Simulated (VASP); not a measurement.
# Sn (I4_1/amd) in VASP: a series of runs, part 2 of 2

VASP 6.6.1. The steps go on from the part before.

### 3 Single point, r2SCAN

This run uses another cell than the first one, of the same volume but with other edges.

The input, POSCAR:

```
Sn
1.0
    0.0000000000      3.3370730904      3.0701072432
    3.3370730904      0.0000000000      3.0701072432
    3.3370730904      3.3370730904      0.0000000000
Sn
2
Direct
    0.5000000000      0.5000000000      0.5000000000
    0.7500000000      0.7500000000      0.7500000000
```

The input, INCAR.step1:

```
PREC     = Accurate       # precision mode
ENCUT    = 520            # plane-wave cutoff, eV
ISMEAR   = 0              # smearing method
SIGMA    = 0.15           # smearing width, eV
LREAL    = False          # projectors in reciprocal space
LASPH    = True           # aspherical terms in the spheres
NELM     = 80             # most SCF steps
NBANDS   = 21             # bands
GGA      = PE             # functional
ALGO     = Normal         # electronic algorithm
EDIFF    = 1E-4           # SCF threshold, eV
LWAVE    = True           # write WAVECAR
LCHARG   = False          # write CHGCAR
```

The input, INCAR.step2:

```
PREC     = Accurate       # precision mode
ENCUT    = 520            # plane-wave cutoff, eV
EDIFF    = 1E-7           # SCF threshold, eV
ISMEAR   = 0              # smearing method
SIGMA    = 0.15           # smearing width, eV
LREAL    = False          # projectors in reciprocal space
LASPH    = True           # aspherical terms in the spheres
NELM     = 80             # most SCF steps
ALGO     = Normal         # electronic algorithm
ISIF     = 2              # what is computed and relaxed
LWAVE    = False          # write WAVECAR
LCHARG   = False          # write CHGCAR
METAGGA  = R2SCAN         # meta-GGA
LMIXTAU  = True         
NBANDS   = 21             # bands
ISTART   = 1
```

The input, KPOINTS:

```
regular mesh
0
Gamma
  10 10 10
```

Potentials or basis: VASP PAW PBE potentials, release 64 (Sn_d).

Launch:

```
$ cat potpaw_PBE.64/Sn_d/POTCAR > POTCAR
$ cp INCAR.step1 INCAR
$ mpirun -np 1 vasp_std > vasp.out
$ cp INCAR.step2 INCAR
$ mpirun -np 1 vasp_std > vasp.out
```

OUTCAR:

```text
PREC = Accurate
   ENCUT = 520
   EDIFF = 1E-7
   ISMEAR = 0
   LREAL = False
   LASPH = True
   NELM = 80
   ISIF = 2
   METAGGA = R2SCAN
   ISTART = 1

 ion  position               nearest neighbor table
   1  0.500  0.500  0.500-   2 2.82   2 2.82   2 2.82   2 2.82
   2  0.750  0.750  0.750-   1 2.82   1 2.82   1 2.82   1 2.82

  LATTYP: Found a body centered tetragonal cell.
 ALAT       =     4.7193340231
 C/A-ratio  =     1.3010764774

  Lattice vectors:

[... 767 lines left out ...]

  FORCE on cell =-STRESS in cart. coord.  units (eV):
  Direction    XX          YY          ZZ          XY          YZ          ZX
  --------------------------------------------------------------------------------------
  -------------------------------------------------------------------------------------
  Total        0.2980168      0.2980168      1.3633392      0.0000000      0.0000000      0.0000000
  in kB        6.9829078      6.9829078     31.9447515      0.0000000      0.0000000      0.0000000
  external PRESSURE =      15.3035224 kB  Pullay stress =       0.0000000 kB

 VOLUME and BASIS-vectors are now :
 -----------------------------------------------------------------------------
  energy-cutoff  :      520.00
  volume of cell :       68.38
      direct lattice vectors                 reciprocal lattice vectors
     0.000000000  3.337073090  3.070107243    -0.149831900  0.149831900  0.162860760
     3.337073090  0.000000000  3.070107243     0.149831900 -0.149831900  0.162860760
     3.337073090  3.337073090  0.000000000     0.149831900  0.149831900 -0.162860760

 POSITION                                       TOTAL-FORCE (eV/Angst)
 -----------------------------------------------------------------------------------
      3.33707      3.33707      3.07011         0.000000      0.000000     -0.000000
      5.00561      5.00561      4.60516        -0.000000     -0.000000      0.000000
 -----------------------------------------------------------------------------------
    total drift:                                0.000000      0.000000      0.000000

  FREE ENERGIE OF THE ION-ELECTRON SYSTEM (eV)
  ---------------------------------------------------
  free  energy   TOTEN  =       -49.4501898828 eV

  energy  without entropy=      -49.4484719460  energy(sigma->0) =      -49.44933091
```

OUTCAR.step1:

```text
PREC = Accurate
   ENCUT = 520
   ISMEAR = 0
   LREAL = False
   LASPH = True
[... 801 lines left out ...]
      3.33707      3.33707      3.07011        -0.000000     -0.000000      0.000000
      5.00561      5.00561      4.60516         0.000000      0.000000      0.000000
 -----------------------------------------------------------------------------------
    total drift:                                0.000000      0.000000      0.000000

  FREE ENERGIE OF THE ION-ELECTRON SYSTEM (eV)
  ---------------------------------------------------
  free  energy   TOTEN  =        -7.6175595013 eV

  energy  without entropy=       -7.6149633876  energy(sigma->0) =       -7.61626144
```

Wall time 9.4 min (1 thread of Intel Xeon 8259CL, shared host); peak memory 0.29 GiB.

Results:

```yaml
Free_energy: -49.4502 eV
Pressure: 1.5 GPa
```

Caveat: the PAW data sets were made with another functional, which shifts forces and pressure a little; spin-orbit coupling is left out, which moves the levels of the heavy elements.

### 4 Single point, r2SCAN

This run uses another cell than the first one, of the same volume but with other edges.

The input, POSCAR:

```
Sn
1.0
    0.0000000000      3.1441078360      3.4585186196
    3.1441078360      0.0000000000      3.4585186196
    3.1441078360      3.1441078360      0.0000000000
Sn
2
Direct
    0.5000000000      0.5000000000      0.5000000000
    0.7500000000      0.7500000000      0.7500000000
```

The input, INCAR.step1:

```
PREC = Accurate
ENCUT = 520
ISMEAR = 0
SIGMA = 0.15
LREAL = False
LASPH = True
NELM = 60
NBANDS = 21
GGA = PE
ALGO = Normal
EDIFF = 1E-4
LWAVE = True
LCHARG = False
```

The input, INCAR.step2:

```
PREC = Accurate
ENCUT = 520
EDIFF = 1E-6
ISMEAR = 0
SIGMA = 0.15
LREAL = False
LASPH = True
NELM = 60
ALGO = Normal
ISIF = 2
LWAVE = False
LCHARG = False
METAGGA = R2SCAN
LMIXTAU = True
NBANDS = 21
ISTART = 1
```

The input, KPOINTS:

```
Automatic mesh
0
Gamma
  10 10 10
```

Launch:

```
$ cat potpaw_PBE.64/Sn_d/POTCAR > POTCAR
$ cp INCAR.step1 INCAR
$ mpirun -np 1 vasp_std > vasp.out
$ cp INCAR.step2 INCAR
$ mpirun -np 1 vasp_std > vasp.out
```

Run time: 8.6 min. Hardware: 1 thread of Intel Xeon 8259CL, shared host; peak memory 0.29 GiB.

Results (log left out):

```
Free energy            : -49.4310 eV
Pressure               : 1.5 GPa
Band gap on the k mesh : zero (bands 14 and 15 overlap by 0.24 eV)
```

Stress tensor (GPa, compression positive):
```
 2.83  0.00  0.00
 0.00  2.83  0.00
 0.00  0.00 -1.02
```

Levels at points of the mesh, in eV from the Fermi level:
```
           k point  band 11  band 12  band 13  band 14  band 15  band 16  band 17  band 18
(0.00, 0.00, 0.00)   -11.18    -0.56    -0.51     0.18     0.18     2.05     2.05     2.47
(0.50, 0.00, 0.00)    -9.46    -6.65    -1.70    -0.95    -0.06     3.24     3.51     5.96
(0.50, 0.50, 0.00)    -8.16    -8.16    -2.36    -2.36     1.31     1.31     7.96     7.96
(0.50, 0.00, 0.50)    -7.79    -7.79    -2.89    -2.89     0.64     0.64     7.69     7.69
```

Caveat: the PAW data sets were made with another functional, which shifts forces and pressure a little; spin-orbit coupling is left out, which moves the levels of the heavy elements.

### 5 Single point, r2SCAN

This run uses another cell than the first one, of the same volume but with other edges.

The input, POSCAR:

```
Sn
1.0
    0.0000000000      3.7467715091      2.4354014809
    3.7467715091      0.0000000000      2.4354014809
    3.7467715091      3.7467715091      0.0000000000
Sn
2
Direct
    0.5000000000      0.5000000000      0.5000000000
    0.7500000000      0.7500000000      0.7500000000
```

The input, INCAR.step1:

```
PREC = Accurate ; ENCUT = 520
ISMEAR = 0 ; SIGMA = 0.15
LREAL = F ; LASPH = T
NELM = 100 ; NBANDS = 21
GGA = PE ; ALGO = Normal
EDIFF = 1E-4 ; LWAVE = T
LCHARG = F
```

The input, INCAR.step2:

```
PREC = Accurate ; ENCUT = 520
EDIFF = 1E-6 ; ISMEAR = 0
SIGMA = 0.15 ; LREAL = F
LASPH = T ; NELM = 100
ALGO = Normal ; ISIF = 2
LWAVE = F ; LCHARG = F
METAGGA = R2SCAN ; LMIXTAU = T
NBANDS = 21 ; ISTART = 1
```

The input, KPOINTS:

```
regular mesh
0
Gamma
  10 10 10
```

Launch:

```
$ cat potpaw_PBE.64/Sn_d/POTCAR > POTCAR
$ cp INCAR.step1 INCAR
$ mpirun -np 1 vasp_std > vasp.out
$ cp INCAR.step2 INCAR
$ mpirun -np 1 vasp_std > vasp.out
```

It took 8.3 min on 1 thread of Intel Xeon 8259CL, shared host; peak memory 0.31 GiB.

The run converged. Its results:

```
Free energy            : -49.0484 eV
Pressure               : -1.2 GPa
Band gap on the k mesh : zero (bands 14 and 15 overlap by 1.77 eV)
```

Stress tensor (GPa, compression positive):
```
-2.54  0.00  0.00
 0.00 -2.54  0.00
 0.00  0.00  1.50
```

Levels at points of the mesh, in eV from the Fermi level:
```csv
k point,band 10,band 11,band 12,band 13,band 14,band 15,band 16,band 17,band 18,band 19
"(0.00, 0.00, 0.00)",-21.73,-10.60,-1.09,-0.52,-0.52,1.71,2.06,3.93,3.93,5.63
"(0.50, 0.00, 0.00)",-21.77,-8.75,-6.18,-1.91,-0.88,-0.23,2.78,4.12,6.55,8.51
"(0.50, 0.50, 0.00)",-21.92,-6.66,-6.66,-3.52,-3.52,0.21,0.21,8.50,8.50,9.71
"(0.50, 0.00, 0.50)",-21.79,-7.90,-7.90,-0.95,-0.95,2.41,2.41,5.17,5.17,6.72
```

Caveat: the PAW data sets were made with another functional, which shifts forces and pressure a little; spin-orbit coupling is left out, which moves the levels of the heavy elements.

### 6 The runs side by side

| cell | gap on the mesh (eV) | pressure (GPa) |
| --- | --- | --- |
| a = 4.877, b = 4.877, c = 4.206 Å, angles 64.5, 64.5, 51.1°, 2 atoms | none | 1.3 |
| a = 4.534, b = 4.534, c = 4.719 Å, angles 58.6, 58.6, 62.7°, 2 atoms | - | 1.5 |
| a = 4.674, b = 4.674, c = 4.446 Å, angles 61.6, 61.6, 56.8°, 2 atoms | none | 1.5 |
| a = 4.469, b = 4.469, c = 5.299 Å, angles 53.6, 53.6, 72.7°, 2 atoms | none | -1.2 |

Alike in all rows: task single point; level r2SCAN; potentials or basis VASP PAW PBE potentials, release 64 (Sn_d); no spin polarisation; k mesh 10 × 10 × 10; cutoff (eV) 520; smearing gaussian 0.15 eV.

Caveats: the PAW data sets were made with another functional, which shifts forces and pressure a little; spin-orbit coupling is left out, which moves the levels of the heavy elements.

Total energies depend on the potentials used, so only differences within one code and one set of settings carry meaning.
